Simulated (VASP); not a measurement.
# Ba (R-3m) in VASP: notebook

The runs below take Ba through single point, with LDA.

Everything below comes from runs of VASP 6.6.1. Logs are shortened: lines on timing, memory, paths and dates and some standing lists are left out, and cuts for length are marked.

### Step 1. The cell of the first run

It takes space group R-3m (No. 166, trigonal). Conventional cell: a = 6.211 Å, b = 6.211 Å, c = 5.400 Å, α = 90.00°, β = 90.00°, γ = 120.00°. Ba (site symmetry -3m) has 14 Ba at 4.01 to 5.40 Å within 5.5 Å.

### Step 2. Single point, LDA

INCAR reads:

```
  PREC = Accurate
  ENCUT = 520
  EDIFF = 1E-6
  ISMEAR = 0
  SIGMA = 0.15
  LREAL = False
  LASPH = True
  NELM = 80
  ALGO = Fast
  ISIF = 2
  LWAVE = False
  LCHARG = False
  NBANDS = 11
```

KPOINTS reads:

```
Automatic mesh
0
Gamma
  14 14 14
```

POSCAR reads:

```
Ba
1.0
    3.9669954981     -0.4245124334     -0.4245124334
   -0.4245124334      3.9669954981     -0.4245124334
   -0.4245124334     -0.4245124334      3.9669954981
Ba
1
Direct
    0.0000000000      0.0000000000      0.0000000000
```

Potentials or basis: VASP PAW LDA potentials, release 64 (Ba_sv).

Launch:

```bash
$ cat potpaw_LDA.64/Ba_sv/POTCAR > POTCAR
$ mpirun -np 1 vasp_std > vasp.out
```

OUTCAR:

```text
PREC = Accurate
   ENCUT = 520
   EDIFF = 1E-6
   ISMEAR = 0
   LREAL = False
   LASPH = True
   NELM = 80
   ISIF = 2

 ion  position               nearest neighbor table
   1  0.000  0.000  0.000-

  LATTYP: Found a trigonal (rhomboedric) cell.
 ALAT       =     4.0121658608
 COS(alpha) =    -0.1980352222

  Lattice vectors:

 A1 = (   3.9669954981,  -0.4245124334,  -0.4245124334)
 A2 = (  -0.4245124334,   3.9669954981,  -0.4245124334)
 A3 = (  -0.4245124334,  -0.4245124334,   3.9669954981)

Analysis of symmetry for initial positions (statically):
=====================================================================
 Subroutine PRICEL returns:
 Original cell was already a primitive cell.

 Routine SETGRP: Setting up the symmetry group for a
 trigonal (rhombohedral) supercell.

 Subroutine GETGRP returns: Found 12 space group operations
 (whereof 12 operations were pure point group operations)
 out of a pool of 12 trial point group operations.

The static configuration has the point symmetry D_3d.

Analysis of symmetry for dynamics (positions and initial velocities):
=====================================================================
 Subroutine PRICEL returns:
 Original cell was already a primitive cell.

 Routine SETGRP: Setting up the symmetry group for a
 trigonal (rhombohedral) supercell.

 Subroutine GETGRP returns: Found 12 space group operations
 (whereof 12 operations were pure point group operations)
 out of a pool of 12 trial point group operations.

The dynamic configuration has the point symmetry D_3d.

 Subroutine INISYM returns: Found 12 space group operations
 (whereof 12 operations are pure point group operations),
 and found     1 'primitive' translations

----------------------------------------------------------------------------------------

                                     Primitive cell

  volume of cell :      60.1311

  direct lattice vectors                    reciprocal lattice vectors
     3.966995498 -0.424512433 -0.424512433     0.258715287  0.031003072  0.031003072
    -0.424512433  3.966995498 -0.424512433     0.031003072  0.258715287  0.031003072
    -0.424512433 -0.424512433  3.966995498     0.031003072  0.031003072  0.258715287

  length of vectors
     4.012165861  4.012165861  4.012165861     0.262404231  0.262404231  0.262404231

  position of ions in fractional coordinates (direct lattice)
     0.000000000  0.000000000  0.000000000

  ion indices of the primitive-cell ions
   primitive index   ion index
                 1           1

----------------------------------------------------------------------------------------

 KPOINTS: Automatic mesh

Automatic generation of k-mesh.
 Grid dimensions read from file:
 generate k-points for:   14   14   14

 Generating k-lattice:

  Cartesian coordinates                     Fractional coordinates (reciprocal lattice)
     0.018479663  0.002214505  0.002214505     0.071428571  0.000000000  0.000000000
     0.002214505  0.018479663  0.002214505     0.000000000  0.071428571  0.000000000
     0.002214505  0.002214505  0.018479663     0.000000000  0.000000000  0.071428571

  Length of vectors
     0.018743159  0.018743159  0.018743159

  Shift w.r.t. Gamma in fractional coordinates (k-lattice)
     0.000000000  0.000000000  0.000000000

 Subroutine IBZKPT returns following result:
 ===========================================

 Found    288 irreducible k-points:

 Following reciprocal coordinates:
            Coordinates               Weight
  0.000000  0.000000  0.000000      1.000000
  0.071429 -0.000000 -0.000000      6.000000
  0.142857 -0.000000 -0.000000      6.000000
  0.214286  0.000000  0.000000      6.000000
  0.285714 -0.000000 -0.000000      6.000000
  0.357143 -0.000000 -0.000000      6.000000
[... 16 lines left out ...]
  0.214286  0.142857  0.000000     12.000000
  0.285714  0.142857 -0.000000     12.000000
 [... further k-points ...]
   k-points           NKPTS =    288   k-points in BZ     NKDIM =    288   number of bands    NBANDS=     11
   number of dos      NEDOS =    301   number of ions     NIONS =      1
   total plane-waves  NPLWV =  27000
   dimension x,y,z NGX =    30 NGY =   30 NGZ =   30
   dimension x,y,z NGXF=    60 NGYF=   60 NGZF=   60
   ions per type =               1
   NGX,Y,Z   is equivalent  to a cutoff of  12.43, 12.43, 12.43 a.u.
   NGXF,Y,Z  is equivalent  to a cutoff of  24.86, 24.86, 24.86 a.u.
 SYSTEM =  unknown system
   PREC   = accura    normal or accurate (medium, high low for compatibility)
   ISTART =      0    job   : 0-new  1-cont  2-samecut
   ICHARG =      2    charge: 1-file 2-atom 10-const
   ISPIN  =      1    spin polarized calculation?
   LNONCOLLINEAR =      F non collinear calculations
   LSORBIT =      F    spin-orbit coupling
   LASPH  =      T    aspherical Exc in radial PAW
   ENCUT  =  520.0 eV  38.22 Ry    6.18 a.u.   7.46  7.46  7.46*2*pi/ulx,y,z
   NELM   =     80;   NELMIN=  2; NELMDL= -5     # of ELM steps
   EDIFF  = 0.1E-05   stopping-criterion for ELM
   LREAL  =      F    real-space projection
   EDIFFG = 0.1E-04   stopping-criterion for IOM
   NSW    =      0    number of steps for IOM
   IBRION =     -1    ionic relax: 0-MD 1-quasi-New 2-CG
   NFREE  =      0    steps in history (QN), initial steepest desc. (CG)
   ISIF   =      2    stress and relaxation
   ISYM   =      2    0-nonsym 1-usesym 2-fastsym
   POTIM  = 0.5000    time-step for ionic-motion
   TEBEG  =    0.0;   TEEND  =   0.0 temperature during run
   PSTRESS=    0.0 pullay stress
   NELECT =      10.0000    total number of electrons
   NUPDOWN=      -1.0000    fix difference up-down
   EMIN   =  10.00;   EMAX   =-10.00  energy-range for DOS
   EFERMI =   0.00;   METHOD = LEGACY
   ISMEAR =     0;   SIGMA  =   0.15  broadening in eV -4-tet -1-fermi 0-gaus
   EFERMI_NEDOS =   21; number of points for ismear=-14 and -15
   IALGO  =     68    algorithm
   IMIX   =      4    mixing-type and parameters
     AMIX     =   0.40;   BMIX     =  1.00
     AMIX_MAG =   1.60;   BMIX_MAG =  1.00
  volume/ion in A,a.u.               =      60.13       405.78
  Fermi-wavevector in a.u.,A,eV,Ry     =   0.900275  1.701272 11.027448  0.810495
  Thomas-Fermi vector in A             =   2.023212
   LORBIT       =      0    0 simple, 1 ext, 2 COOP (PROOUT), +10 PAW based schemes
   GGA     = CA    functional components
   LHFCALC =     F    Hartree Fock is set to
   AEXX    =    0.0000 exact exchange contribution
   IVDW    =     0    specifies the selected vdW correction
   LEPSILON=     F    determine dielectric tensor
   LRPA    =     F    only Hartree local field effects (RPA)
 non-spin polarized calculation
 RMM-DIIS sequential band-by-band and
 Gauss-broadening in eV      SIGMA  =   0.15
  energy-cutoff  :      520.00
  volume of cell :       60.13
 maximum number of plane-waves:      1651
 NGX is ok and might be reduce to    30
   NGX = 15   NGY = 15   NGZ = 15

 number of electron      10.0000000 magnetization

 number of electron       9.9999998 magnetization

 Free energy of the ion-electron system (eV)
  ---------------------------------------------------
  ext. energy  EPLUGINS =         0.00000000
  ---------------------------------------------------
  free energy    TOTEN  =        -2.05819410 eV

  energy without entropy =       -2.04532817  energy(sigma->0) =       -2.05176114

 E-fermi :   1.5212     XC(G=0):  -7.7572

 val. band max:        1.5080355565   @ k =   0.3571   0.2857   0.1429
 cond. band min:       1.5435313321   @ k =   0.4286   0.2857   0.2857
 fundamental gap:      0.0354957757
 Fermi energy:         1.5212247085

 k-point     1 :       0.0000    0.0000    0.0000
  band No.  band energies     occupation
      1     -27.3563      2.00000
      2     -12.2760      2.00000
      3     -12.1987      2.00000
      4     -12.1987      2.00000
      5      -1.1371      2.00000
      6       2.0478      0.00000
      7       2.0478      0.00000
      8       5.2137      0.00000
      9       5.7947      0.00000
     10       5.7947      0.00000
     11       8.3901      0.00000

 k-point     2 :       0.0714   -0.0000   -0.0000
  band No.  band energies     occupation
      1     -27.3536      2.00000
      2     -12.2892      2.00000
      3     -12.2209      2.00000
      4     -12.1971      2.00000
      5      -1.0522      2.00000
      6       2.0555      0.00000
      7       2.0992      0.00000
      8       5.1391      0.00000
      9       5.6882      0.00000
     10       5.7410      0.00000
     11       8.5139      0.00000

 k-point     3 :       0.1429   -0.0000   -0.0000
  band No.  band energies     occupation
      1     -27.3460      2.00000
      2     -12.3673      2.00000
      3     -12.2399      2.00000
      4     -12.1926      2.00000
      5      -0.8137      2.00000
      6       2.0734      0.00000
      7       2.2287      0.00000
      8       4.9578      0.00000
      9       5.4569      0.00000
     10       5.7109      0.00000
     11       8.7967      0.00000

 k-point     4 :       0.2143    0.0000    0.0000
  band No.  band energies     occupation
      1     -27.3350      2.00000
      2     -12.5030      2.00000
      3     -12.2394      2.00000
      4     -12.1860      2.00000
      5      -0.4653      2.00000
      6       2.0875      0.00000
      7       2.3630      0.00000
      8       4.8604      0.00000
      9       5.2419      0.00000
     10       5.7570      0.00000
     11       8.6677      0.00000
[... 239 lines left out ...]
 k-point    22 :       0.1429    0.1429    0.0000
  band No.  band energies     occupation
      1     -27.3349      2.00000
      2     -12.3944      2.00000
      3     -12.3414      2.00000
      4     -12.2106      2.00000
      5      -0.3653      2.00000
      6       2.1341      0.00000
      7       2.2044      0.00000
      8       5.2817      0.00000
      9       5.3668      0.00000
     10       5.7845      0.00000
     11       8.5325      0.00000

 k-point    23 :       0.2143    0.1429    0.0000
  band No.  band energies     occupation
      1     -27.3239      2.00000
      2     -12.5081      2.00000
      3     -12.3600      2.00000
      4     -12.2060      2.00000
      5       0.0111      2.00000
      6       2.1431      0.00000
      7       2.3381      0.00000
      8       5.1646      0.00000
      9       5.4390      0.00000
     10       5.6515      0.00000
     11       7.9664      0.00000

 k-point    24 :       0.2857    0.1429   -0.0000
  band No.  band energies     occupation
      1     -27.3119      2.00000
      2     -12.6514      2.00000
      3     -12.3521      2.00000
      4     -12.1991      2.00000
      5       0.3909      2.00000
      6       2.1334      0.00000
      7       2.4824      0.00000
      8       5.0408      0.00000
      9       5.4116      0.00000
     10       5.6325      0.00000
     11       7.6295      0.00000

 [... further k-points ...]

------------------------ aborting loop because EDIFF is reached ----------------------------------------

  FORCE on cell =-STRESS in cart. coord.  units (eV):
  Direction    XX          YY          ZZ          XY          YZ          ZX
  --------------------------------------------------------------------------------------
  -------------------------------------------------------------------------------------
  Total       -0.3451339     -0.3451339     -0.3451339     -0.3111811     -0.3111811     -0.3111811
  in kB       -9.1959962     -9.1959962     -9.1959962     -8.2913340     -8.2913340     -8.2913340
  external PRESSURE =      -9.1959962 kB  Pullay stress =       0.0000000 kB

 VOLUME and BASIS-vectors are now :
 -----------------------------------------------------------------------------
  energy-cutoff  :      520.00
  volume of cell :       60.13
      direct lattice vectors                 reciprocal lattice vectors
     3.966995498 -0.424512433 -0.424512433     0.258715287  0.031003072  0.031003072
    -0.424512433  3.966995498 -0.424512433     0.031003072  0.258715287  0.031003072
    -0.424512433 -0.424512433  3.966995498     0.031003072  0.031003072  0.258715287

 POSITION                                       TOTAL-FORCE (eV/Angst)
 -----------------------------------------------------------------------------------
      0.00000      0.00000      0.00000        -0.000000      0.000000      0.000000
 -----------------------------------------------------------------------------------
    total drift:                               -0.000000      0.000000     -0.000000

  FREE ENERGIE OF THE ION-ELECTRON SYSTEM (eV)
  ---------------------------------------------------
  free  energy   TOTEN  =        -2.0581941045 eV

  energy  without entropy=       -2.0453281725  energy(sigma->0) =       -2.05176114
```

Run time: 73 s. Hardware: 1 thread of AMD EPYC 9R45 (Zen 5), shared host; peak memory 0.26 GiB.

What came out:

```yaml
Free_energy: -2.0582 eV
Pressure: -0.9 GPa
Band_gap_on_the_k_mesh: zero (bands 5 and 6 overlap by 0.80 eV)
```

Caveat: spin-orbit coupling is left out, which moves the levels of the heavy elements.

### Step 3. Single point, LDA

INCAR reads:

```
SYSTEM = Ba
ALGO = Fast ; EDIFF = 1E-7
ENCUT = 520 ; ISIF = 2
ISMEAR = 0 ; LASPH = .TRUE.
LCHARG = .FALSE. ; LREAL = .FALSE.
LWAVE = .FALSE. ; NBANDS = 11
NELM = 80 ; PREC = Accurate
SIGMA = 0.15
```

KPOINTS reads:

```
k-points
0
G
  14 14 14
  0 0 0
```

POSCAR reads:

```
Ba
1.0
    3.9712437203      0.4774809165      0.4774809165
    0.4774809165      3.9712437203      0.4774809165
    0.4774809165      0.4774809165      3.9712437203
Ba
1
Direct
    0.0000000000      0.0000000000      0.0000000000
```

Potentials or basis: VASP PAW LDA potentials, release 64 (Ba_sv).

Launch:

```bash
$ cat potpaw_LDA.64/Ba_sv/POTCAR > POTCAR
$ mpirun -np 1 vasp_std > vasp.out
```

OUTCAR:

```text
SYSTEM = Ba
   EDIFF = 1E-7
   ENCUT = 520
   ISIF = 2
   ISMEAR = 0
   LASPH = .TRUE.
   LREAL = .FALSE.
   NELM = 80
   PREC = Accurate

 ion  position               nearest neighbor table
   1  0.000  0.000  0.000-

  LATTYP: Found a trigonal (rhomboedric) cell.
 ALAT       =     4.0282443741
 COS(alpha) =     0.2477620922

  Lattice vectors:

 A1 = (   3.9712437203,   0.4774809165,   0.4774809165)
 A2 = (   0.4774809165,   3.9712437203,   0.4774809165)
 A3 = (   0.4774809165,   0.4774809165,   3.9712437203)

Analysis of symmetry for initial positions (statically):
=====================================================================
 Subroutine PRICEL returns:
 Original cell was already a primitive cell.

 Routine SETGRP: Setting up the symmetry group for a
 trigonal (rhombohedral) supercell.

 Subroutine GETGRP returns: Found 12 space group operations
 (whereof 12 operations were pure point group operations)
 out of a pool of 12 trial point group operations.

The static configuration has the point symmetry D_3d.

Analysis of symmetry for dynamics (positions and initial velocities):
=====================================================================
[... 171 lines left out ...]
      3     -12.2417      2.00000
      4     -12.1618      2.00000
      5      -1.1392      2.00000
      6       2.0595      0.00000
      7       2.0595      0.00000
      8       5.4896      0.00000
      9       5.6946      0.00000
     10       5.6946      0.00000
     11       8.0015      0.00000
[... 309 lines left out ...]
 k-point    24 :       0.2857    0.1429    0.0000
  band No.  band energies     occupation
      1     -27.3016      2.00000
      2     -12.6109      2.00000
      3     -12.3047      2.00000
      4     -12.1968      2.00000
      5       0.0508      2.00000
      6       2.1770      0.00000
      7       2.6562      0.00000
      8       4.0821      0.00000
      9       5.1567      0.00000
     10       5.5183      0.00000
     11       8.5664      0.00000

 [... further k-points ...]

------------------------ aborting loop because EDIFF is reached ----------------------------------------

  FORCE on cell =-STRESS in cart. coord.  units (eV):
  Direction    XX          YY          ZZ          XY          YZ          ZX
  --------------------------------------------------------------------------------------
  -------------------------------------------------------------------------------------
  Total       -0.2743595     -0.2743595     -0.2743595      0.3023653      0.3023653      0.3023653
  in kB       -7.3102324     -7.3102324     -7.3102324      8.0564403      8.0564403      8.0564403
  external PRESSURE =      -7.3102324 kB  Pullay stress =       0.0000000 kB

 VOLUME and BASIS-vectors are now :
 -----------------------------------------------------------------------------
  energy-cutoff  :      520.00
  volume of cell :       60.13
      direct lattice vectors                 reciprocal lattice vectors
     3.971243720  0.477480917  0.477480917     0.258481568 -0.027742786 -0.027742786
     0.477480917  3.971243720  0.477480917    -0.027742786  0.258481568 -0.027742786
     0.477480917  0.477480917  3.971243720    -0.027742786 -0.027742786  0.258481568

 POSITION                                       TOTAL-FORCE (eV/Angst)
 -----------------------------------------------------------------------------------
      0.00000      0.00000      0.00000         0.000000      0.000000      0.000000
 -----------------------------------------------------------------------------------
    total drift:                               -0.000000     -0.000000     -0.000000

  FREE ENERGIE OF THE ION-ELECTRON SYSTEM (eV)
  ---------------------------------------------------
  free  energy   TOTEN  =        -2.0502219154 eV

  energy  without entropy=       -2.0331971652  energy(sigma->0) =       -2.04170954
```

stdout:

```text
POSCAR found type information on POSCAR Ba
 POSCAR found :  1 types and       1 ions
 scaLAPACK will be used
 LDA part: xc-table for (Slater(with rela. corr.)+CA(PZ))
 , standard interpolation
 POSCAR, INCAR and KPOINTS ok, starting setup
 FFT: planning ... GRIDC
 FFT: planning ... GRID_SOFT
 FFT: planning ... GRID
 WAVECAR not read
 entering main loop
WARNING in EDDRMM: call to ZHEGV failed, returncode =   8  4     10
WARNING in EDDRMM: call to ZHEGV failed, returncode =   6  3      5
WARNING in EDDRMM: call to ZHEGV failed, returncode =   6  3      7
WARNING in EDDRMM: call to ZHEGV failed, returncode =   6  3      8
WARNING in EDDRMM: call to ZHEGV failed, returncode =   8  4     10
WARNING in EDDRMM: call to ZHEGV failed, returncode =   8  4     10
WARNING in EDDRMM: call to ZHEGV failed, returncode =   6  3      6
WARNING in EDDRMM: call to ZHEGV failed, returncode =   6  3      9
WARNING in EDDRMM: call to ZHEGV failed, returncode =   6  3      7
WARNING in EDDRMM: call to ZHEGV failed, returncode =   6  3      7
WARNING in EDDRMM: call to ZHEGV failed, returncode =   8  4      8
```

It took 79 s on 1 thread of AMD EPYC 9R45 (Zen 5), shared host; peak memory 0.26 GiB.

Results:

```
Free energy            : -2.0502 eV
Pressure               : -0.7 GPa
Band gap on the k mesh : zero (bands 5 and 6 overlap by 0.18 eV)
```

Caveat: spin-orbit coupling is left out, which moves the levels of the heavy elements.
